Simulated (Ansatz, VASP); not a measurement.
**One calculation of SrMg6Si, two programs**

```
Sr Si Mg
1.0
     4.90902    0.00000    0.00000
     0.00000    3.02556    6.76092
     0.00000   -3.02556    6.76092
Sr Si Mg
1 1 6
Direct
  0.50000 0.69763 0.69763
  0.50000 0.11525 0.11525
  0.00000 0.86279 0.86279
  0.00000 0.29972 0.29972
  0.00000 0.32092 0.83004
  0.00000 0.83004 0.32092
  0.50000 0.19214 0.68150
  0.50000 0.68150 0.19214
```

Alike in both runs: task single point; functional PBE; k mesh 6 × 5 × 5; occupations fermi-dirac, width 0.05 eV; no spin polarisation.

```csv
,VASP,Ansatz
version,VASP 6.6.1,Ansatz 0.2.0
potentials or method,"VASP PAW PBE potentials, release 64 (Sr_sv, Si, Mg)",Ansatz PAW
plane-wave cutoff (eV),520,420
valence electrons in the cell,26,74
```

```csv
,VASP,Ansatz,Ansatz less VASP
gap on the k mesh at the Fermi level (eV),none,none,-
pressure (GPa),0.1,0.1,+0.06
"traceless stress, the component that is largest in VASP (GPa)",0.16,0.15,-0.006
rms of the force components (eV/Å),0.026,0.025,-0.0009
```

Atom by atom the forces differ by 0.003 eV/Å (rms over components). A gap of «none» marks a metal or a gap that the smearing closes. With one functional, cell and mesh, what is left measures potentials, basis and numerics. VASP's potentials hold 26 valence electrons a cell and Ansatz's 74, so a difference there can come from the potentials and not from the codes.
